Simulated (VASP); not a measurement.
Here is a VASP 6.6.1 calculation.

The input POSCAR:

```
Ga
1.0
   -1.4025482294      1.4025482294      2.2722238082
    1.4025482294     -1.4025482294      2.2722238082
    1.4025482294      1.4025482294     -2.2722238082
Ga
1
Direct
    0.0000000000      0.0000000000      0.0000000000
```

The input INCAR.step1:

```
ALGO = Normal
EDIFF = 1E-4
ENCUT = 520
GGA = PE
ISMEAR = 0
LASPH = T
LCHARG = F
LREAL = F
LWAVE = T
NBANDS = 12
NELM = 60
PREC = Accurate
SIGMA = 0.1
```

File INCAR.step2:

```
ALGO = Normal
EDIFF = 1E-6
ENCUT = 520
ISIF = 2
ISMEAR = 0
ISTART = 1
LASPH = T
LCHARG = F
LMIXTAU = T
LREAL = F
LWAVE = F
METAGGA = R2SCAN
NBANDS = 12
NELM = 60
PREC = Accurate
SIGMA = 0.1
```

KPOINTS

```
k-points
0
Gamma
  20 20 20
```

Potentials or basis: VASP PAW PBE potentials, release 64 (Ga_d).

Run with:

```sh
$ cat potpaw_PBE.64/Ga_d/POTCAR > POTCAR
$ cp INCAR.step1 INCAR
$ mpirun -np 1 vasp_std > vasp.out
$ cp INCAR.step2 INCAR
$ mpirun -np 1 vasp_std > vasp.out
```

(1) Predict the band gap on the k mesh.

(2) Predict the pressure.

Results:

(1) zero (an odd number of electrons rules out a gap without spin polarisation).

(2) 0.0 GPa.

Caveat: the PAW data sets were made with another functional, which shifts forces and pressure a little.
